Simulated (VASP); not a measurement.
# C (Fmmm) in VASP: a series of runs

The runs below take C through single point, with r2SCAN.

Everything below comes from runs of VASP 6.6.1. Logs are shortened: lines on timing, memory, paths and dates and some standing lists are left out, and cuts for length are marked.

### Step 1. The cell of the first run

Symmetry: Fmmm, No. 69, orthorhombic system. The conventional cell has a = 2.452 Å, b = 4.246 Å, c = 6.718 Å, α = 90.00°, β = 90.00°, γ = 90.00°. Within 1.9 Å of C (site symmetry m2m) lie 3 C at 1.42 Å.

### Step 2. Single point, r2SCAN (8.74 Å³/atom)

Input file POSCAR:

```
C
1.0
    0.0000000000      2.1231980599      3.3590552563
    1.2259522953      0.0000000000      3.3590552563
    1.2259522953      2.1231980599      0.0000000000
C
2
Direct
    0.1667241571      0.8332758429      0.1667241571
    0.8332758429      0.1667241571      0.8332758429
```

Input file INCAR.step1:

```
PREC = Accurate
ENCUT = 520
ISMEAR = 0
SIGMA = 0.02
LREAL = F
LASPH = T
NELM = 100
NBANDS = 11
GGA = PE
ALGO = Normal
EDIFF = 1E-4
LWAVE = T
LCHARG = F
```

Input file INCAR.step2:

```
PREC = Accurate
ENCUT = 520
EDIFF = 1E-7
ISMEAR = 0
SIGMA = 0.02
LREAL = F
LASPH = T
NELM = 100
ALGO = Normal
ISIF = 2
LWAVE = F
LCHARG = T
METAGGA = R2SCAN
LMIXTAU = T
LELF = T
LVHAR = T
NBANDS = 11
ISTART = 1
```

Input file KPOINTS:

```
regular mesh
0
Gamma
  14 14 14
```

Potentials or basis: VASP PAW PBE potentials, release 64 (C).

Launch:

```console
> cat potpaw_PBE.64/C/POTCAR > POTCAR
> cp INCAR.step1 INCAR
> mpirun -np 1 vasp_std > vasp.out
> cp INCAR.step2 INCAR
> mpirun -np 1 vasp_std > vasp.out
```

OUTCAR:

```text
PREC = Accurate
   ENCUT = 520
   EDIFF = 1E-7
   ISMEAR = 0
   LREAL = F
   LASPH = T
   NELM = 100
   ISIF = 2
   METAGGA = R2SCAN
   ISTART = 1

 ion  position               nearest neighbor table
   1  0.167  0.833  0.167-   2 1.42   2 1.42   2 1.42
   2  0.833  0.167  0.833-   1 1.42   1 1.42   1 1.42

  LATTYP: Found a face centered orthorhombic cell.
 ALAT       =     2.4519045906
 B/A-ratio  =     1.7318765730
 C/A-ratio  =     2.7399559258

  Lattice vectors:

 A1 = (   0.0000000000,   2.1231980599,   3.3590552563)
 A2 = (   1.2259522953,   0.0000000000,   3.3590552563)
 A3 = (   1.2259522953,   2.1231980599,   0.0000000000)

Analysis of symmetry for initial positions (statically):
=====================================================================
 Subroutine PRICEL returns:
 Original cell was already a primitive cell.

 Routine SETGRP: Setting up the symmetry group for a
 face centered orthorhombic supercell.

 Subroutine GETGRP returns: Found  8 space group operations
 (whereof  8 operations were pure point group operations)
 out of a pool of  8 trial point group operations.

The static configuration has the point symmetry D_2h.

Analysis of symmetry for dynamics (positions and initial velocities):
=====================================================================
 Subroutine PRICEL returns:
 Original cell was already a primitive cell.

 Routine SETGRP: Setting up the symmetry group for a
 face centered orthorhombic supercell.

 Subroutine GETGRP returns: Found  8 space group operations
 (whereof  8 operations were pure point group operations)
 out of a pool of  8 trial point group operations.

The dynamic configuration has the point symmetry D_2h.

 Subroutine INISYM returns: Found  8 space group operations
 (whereof  8 operations are pure point group operations),
 and found     1 'primitive' translations

----------------------------------------------------------------------------------------

                                     Primitive cell

  volume of cell :      17.4868

  direct lattice vectors                    reciprocal lattice vectors
     0.000000000  2.123198060  3.359055256    -0.407846212  0.235493810  0.148851377
     1.225952295  0.000000000  3.359055256     0.407846212 -0.235493810  0.148851377
     1.225952295  2.123198060  0.000000000     0.407846212  0.235493810 -0.148851377

  length of vectors
     3.973817084  3.575781208  2.451719607     0.493915579  0.493915579  0.493915579

  position of ions in fractional coordinates (direct lattice)
     0.166724157  0.833275843  0.166724157
     0.833275843  0.166724157  0.833275843

  ion indices of the primitive-cell ions
   primitive index   ion index
                 1           1
                 2           2

----------------------------------------------------------------------------------------

 KPOINTS: regular mesh

Automatic generation of k-mesh.
 Grid dimensions read from file:
 generate k-points for:   14   14   14

 Generating k-lattice:

  Cartesian coordinates                     Fractional coordinates (reciprocal lattice)
    -0.029131872  0.016820986  0.010632241     0.071428571  0.000000000  0.000000000
     0.029131872 -0.016820986  0.010632241     0.000000000  0.071428571 -0.000000000
     0.029131872  0.016820986 -0.010632241     0.000000000 -0.000000000  0.071428571

  Length of vectors
     0.035279684  0.035279684  0.035279684

  Shift w.r.t. Gamma in fractional coordinates (k-lattice)
     0.000000000  0.000000000  0.000000000

 Subroutine IBZKPT returns following result:
 ===========================================

 Found    428 irreducible k-points:

 Following reciprocal coordinates:
            Coordinates               Weight
  0.000000  0.000000  0.000000      1.000000
  0.071429  0.000000 -0.000000      8.000000
  0.142857  0.000000  0.000000      8.000000
  0.214286 -0.000000  0.000000      8.000000
  0.285714  0.000000  0.000000      8.000000
  0.357143  0.000000 -0.000000      8.000000
[... 16 lines left out ...]
  0.214286  0.142857  0.000000      8.000000
  0.285714  0.142857  0.000000      8.000000
 [... further k-points ...]
   k-points           NKPTS =    428   k-points in BZ     NKDIM =    428   number of bands    NBANDS=     11
   number of dos      NEDOS =    301   number of ions     NIONS =      2
   total plane-waves  NPLWV =  15120
   dimension x,y,z NGX =    30 NGY =   28 NGZ =   18
   dimension x,y,z NGXF=    60 NGYF=   56 NGZF=   36
   ions per type =               2
   NGX,Y,Z   is equivalent  to a cutoff of  12.55, 13.02, 12.21 a.u.
   NGXF,Y,Z  is equivalent  to a cutoff of  25.10, 26.04, 24.41 a.u.
 SYSTEM =  unknown system
   PREC   = accura    normal or accurate (medium, high low for compatibility)
   ISTART =      1    job   : 0-new  1-cont  2-samecut
   ICHARG =      0    charge: 1-file 2-atom 10-const
   ISPIN  =      1    spin polarized calculation?
   LNONCOLLINEAR =      F non collinear calculations
   LSORBIT =      F    spin-orbit coupling
   LASPH  =      T    aspherical Exc in radial PAW
   ENCUT  =  520.0 eV  38.22 Ry    6.18 a.u.   7.39  6.65  4.56*2*pi/ulx,y,z
   NELM   =    100;   NELMIN=  2; NELMDL=  0     # of ELM steps
   EDIFF  = 0.1E-06   stopping-criterion for ELM
   LREAL  =      F    real-space projection
   EDIFFG = 0.1E-05   stopping-criterion for IOM
   NSW    =      0    number of steps for IOM
   IBRION =     -1    ionic relax: 0-MD 1-quasi-New 2-CG
   NFREE  =      0    steps in history (QN), initial steepest desc. (CG)
   ISIF   =      2    stress and relaxation
   ISYM   =      2    0-nonsym 1-usesym 2-fastsym
   POTIM  = 0.5000    time-step for ionic-motion
   TEBEG  =    0.0;   TEEND  =   0.0 temperature during run
   PSTRESS=    0.0 pullay stress
   NELECT =       8.0000    total number of electrons
   NUPDOWN=      -1.0000    fix difference up-down
   EMIN   =  10.00;   EMAX   =-10.00  energy-range for DOS
   EFERMI =   0.00;   METHOD = LEGACY
   ISMEAR =     0;   SIGMA  =   0.02  broadening in eV -4-tet -1-fermi 0-gaus
   EFERMI_NEDOS =   21; number of points for ismear=-14 and -15
   IALGO  =     38    algorithm
   IMIX   =      4    mixing-type and parameters
     AMIX     =   0.40;   BMIX     =  1.00
     AMIX_MAG =   1.60;   BMIX_MAG =  1.00
  volume/ion in A,a.u.               =       8.74        59.00
  Fermi-wavevector in a.u.,A,eV,Ry     =   1.261443  2.383782 21.650125  1.591239
  Thomas-Fermi vector in A             =   2.394902
   LORBIT       =      0    0 simple, 1 ext, 2 COOP (PROOUT), +10 PAW based schemes
   METAGGA = R2SCAN    functional components
   LHFCALC =     F    Hartree Fock is set to
   AEXX    =    0.0000 exact exchange contribution
   IVDW    =     0    specifies the selected vdW correction
   LEPSILON=     F    determine dielectric tensor
   LRPA    =     F    only Hartree local field effects (RPA)
 non-spin polarized calculation
 Gauss-broadening in eV      SIGMA  =   0.02
  energy-cutoff  :      520.00
  volume of cell :       17.49
 maximum number of plane-waves:       487
 NGX is ok and might be reduce to    30
   NGX = 15   NGY = 13   NGZ =  9

 number of electron       8.0000000 magnetization

 Free energy of the ion-electron system (eV)
  ---------------------------------------------------
  ext. energy  EPLUGINS =         0.00000000
  ---------------------------------------------------
  free energy    TOTEN  =       -19.86874478 eV

  energy without entropy =      -19.86874478  energy(sigma->0) =      -19.86874478

 E-fermi :   5.0277     XC(G=0): -11.1456

 val. band max:        4.8121540942   @ k =   0.5000  -0.1429   0.3571
 cond. band min:       5.2169609493   @ k =  -0.1429   0.2143   0.2857
 fundamental gap:      0.4048068550
 Fermi energy:         5.0277450555

 k-point     1 :       0.0000    0.0000    0.0000
  band No.  band energies     occupation
      1     -16.3039      2.00000
      2      -2.3594      2.00000
      3       1.5225      2.00000
      4       1.5333      2.00000
      5       9.1240      0.00000
      6      13.4665      0.00000
      7      13.5560      0.00000
      8      17.2273      0.00000
      9      18.1790      0.00000
     10      28.7991      0.00000
     11      31.6262      0.00000

 k-point     2 :       0.0714    0.0000   -0.0000
  band No.  band energies     occupation
      1     -16.1709      2.00000
      2      -2.2422      2.00000
      3       1.0090      2.00000
      4       1.2510      2.00000
      5       9.3428      0.00000
      6      13.5999      0.00000
      7      14.0497      0.00000
      8      16.7210      0.00000
      9      18.4311      0.00000
     10      29.2162      0.00000
     11      30.2750      0.00000

 k-point     3 :       0.1429    0.0000    0.0000
  band No.  band energies     occupation
      1     -15.7730      2.00000
      2      -1.8895      2.00000
      3      -0.3534      2.00000
      4       0.5726      2.00000
      5       9.9931      0.00000
      6      13.6269      0.00000
      7      15.3424      0.00000
      8      15.5664      0.00000
      9      19.2458      0.00000
     10      27.7709      0.00000
     11      30.3177      0.00000

 k-point     4 :       0.2143   -0.0000    0.0000
  band No.  band energies     occupation
      1     -15.1150      2.00000
      2      -2.1833      2.00000
      3      -1.2996      2.00000
      4      -0.2455      2.00000
      5      11.0430      0.00000
      6      13.4138      0.00000
      7      13.4638      0.00000
      8      17.7341      0.00000
      9      20.5401      0.00000
     10      25.6170      0.00000
     11      29.9985      0.00000

 k-point     5 :       0.2857    0.0000    0.0000
  band No.  band energies     occupation
      1     -14.2052      2.00000
      2      -4.1930      2.00000
      3      -1.0079      2.00000
      4      -0.4787      2.00000
      5      11.1859      0.00000
      6      12.4788      0.00000
      7      13.2416      0.00000
      8      20.2810      0.00000
      9      21.8694      0.00000
     10      24.0958      0.00000
     11      28.8397      0.00000
[... 211 lines left out ...]
 k-point    21 :      -0.0714    0.0714    0.0000
  band No.  band energies     occupation
      1     -15.7863      2.00000
      2      -1.7704      2.00000
      3      -0.3505      2.00000
      4       0.5726      2.00000
      5       9.7375      0.00000
      6      13.6284      0.00000
      7      15.3264      0.00000
      8      15.5629      0.00000
      9      19.2601      0.00000
     10      27.7351      0.00000
     11      30.3538      0.00000

 k-point    22 :       0.1429    0.1429    0.0000
  band No.  band energies     occupation
      1     -16.2513      2.00000
      2      -2.8043      2.00000
      3       1.5249      2.00000
      4       1.5262      2.00000
      5      10.1258      0.00000
      6      13.4727      0.00000
      7      13.5353      0.00000
      8      17.2571      0.00000
      9      18.1529      0.00000
     10      28.7002      0.00000
     11      30.5599      0.00000

 k-point    23 :       0.2143    0.1429    0.0000
  band No.  band energies     occupation
      1     -16.0952      2.00000
      2      -2.8611      2.00000
      3       0.9996      2.00000
      4       1.2509      2.00000
      5      10.7870      0.00000
      6      13.5876      0.00000
      7      14.0461      0.00000
      8      16.7819      0.00000
      9      18.3841      0.00000
     10      28.9877      0.00000
     11      29.6014      0.00000

 k-point    24 :       0.2857    0.1429    0.0000
  band No.  band energies     occupation
      1     -15.6795      2.00000
      2      -2.6276      2.00000
      3      -0.3735      2.00000
      4       0.5725      2.00000
      5      11.7935      0.00000
      6      13.6265      0.00000
      7      15.4433      0.00000
      8      15.6032      0.00000
      9      19.1486      0.00000
     10      27.7624      0.00000
     11      29.9986      0.00000

 [... further k-points ...]

------------------------ aborting loop because EDIFF is reached ----------------------------------------

  FORCE on cell =-STRESS in cart. coord.  units (eV):
  Direction    XX          YY          ZZ          XY          YZ          ZX
  --------------------------------------------------------------------------------------
  -------------------------------------------------------------------------------------
  Total        0.3243384      0.3245309      0.1951879      0.0000000      0.0000000      0.0000000
  in kB       29.7165085     29.7341391     17.8834867      0.0000000      0.0000000      0.0000000
  external PRESSURE =      25.7780448 kB  Pullay stress =       0.0000000 kB

 VOLUME and BASIS-vectors are now :
 -----------------------------------------------------------------------------
  energy-cutoff  :      520.00
  volume of cell :       17.49
      direct lattice vectors                 reciprocal lattice vectors
     0.000000000  2.123198060  3.359055256    -0.407846212  0.235493810  0.148851377
     1.225952295  0.000000000  3.359055256     0.407846212 -0.235493810  0.148851377
     1.225952295  2.123198060  0.000000000     0.407846212  0.235493810 -0.148851377

 POSITION                                       TOTAL-FORCE (eV/Angst)
 -----------------------------------------------------------------------------------
      1.22595      0.70798      3.35906         0.000000      0.002538      0.000000
      1.22595      3.53842      3.35906         0.000000     -0.002538      0.000000
 -----------------------------------------------------------------------------------
    total drift:                                0.000000      0.000000      0.000000

  FREE ENERGIE OF THE ION-ELECTRON SYSTEM (eV)
  ---------------------------------------------------
  free  energy   TOTEN  =       -19.8687447762 eV

  energy  without entropy=      -19.8687447762  energy(sigma->0) =      -19.86874478
```

Run time: 10 min. Hardware: 1 thread of AMD EPYC 7R43 (Zen 3), shared host; peak memory 0.15 GiB.

What came out:

```yaml
Free_energy: -19.8687 eV
Pressure: 2.6 GPa
```

Forces on the atoms (eV/Å):
```
C    0.000  0.003  0.000
C    0.000 -0.003  0.000
```

Caveat: the PAW data sets were made with another functional, which shifts forces and pressure a little.

### Step 3. Single point, r2SCAN (9.02 Å³/atom)

This run uses another cell than the first one, of 9.02 Å³/atom.

Input file POSCAR:

```
C
1.0
    0.0000000000      2.1252648566      3.4596839621
    1.2270877465      0.0000000000      3.4596839621
    1.2270877465      2.1252648566      0.0000000000
C
2
Direct
    0.1667114978      0.8332885022      0.1667114978
    0.8332885022      0.1667114978      0.8332885022
```

Input file INCAR.step1:

```
PREC     = Accurate       # precision mode
ENCUT    = 520            # plane-wave cutoff, eV
ISMEAR   = 0              # smearing method
SIGMA    = 0.02           # smearing width, eV
LREAL    = False          # projectors in reciprocal space
LASPH    = True           # aspherical terms in the spheres
NELM     = 80             # most SCF steps
NBANDS   = 11             # bands
GGA      = PE             # functional
ALGO     = Normal         # electronic algorithm
EDIFF    = 1E-4           # SCF threshold, eV
LWAVE    = True           # write WAVECAR
LCHARG   = False          # write CHGCAR
```

Input file INCAR.step2:

```
PREC     = Accurate       # precision mode
ENCUT    = 520            # plane-wave cutoff, eV
EDIFF    = 1E-6           # SCF threshold, eV
ISMEAR   = 0              # smearing method
SIGMA    = 0.02           # smearing width, eV
LREAL    = False          # projectors in reciprocal space
LASPH    = True           # aspherical terms in the spheres
NELM     = 80             # most SCF steps
ALGO     = Normal         # electronic algorithm
ISIF     = 2              # what is computed and relaxed
LWAVE    = False          # write WAVECAR
LCHARG   = False          # write CHGCAR
METAGGA  = R2SCAN         # meta-GGA
LMIXTAU  = True         
NBANDS   = 11             # bands
ISTART   = 1
```

KPOINTS is that of step 2.

Potentials or basis: VASP PAW PBE potentials, release 64 (C).

Launch:

```console
> cat potpaw_PBE.64/C/POTCAR > POTCAR
> cp INCAR.step1 INCAR
> mpirun -np 1 vasp_std > vasp.out
> cp INCAR.step2 INCAR
> mpirun -np 1 vasp_std > vasp.out
```

Run time: 8.5 min. Hardware: 1 thread of AMD EPYC 7R43 (Zen 3), shared host; peak memory 0.15 GiB.

Results (log left out):

```
Free energy : -19.8736 eV
Pressure    : 1.4 GPa
```

Stress tensor (GPa, compression positive):
```
1.81 0.00 0.00
0.00 1.82 0.00
0.00 0.00 0.66
```

Caveat: the PAW data sets were made with another functional, which shifts forces and pressure a little.

[end of part 1 of 2]
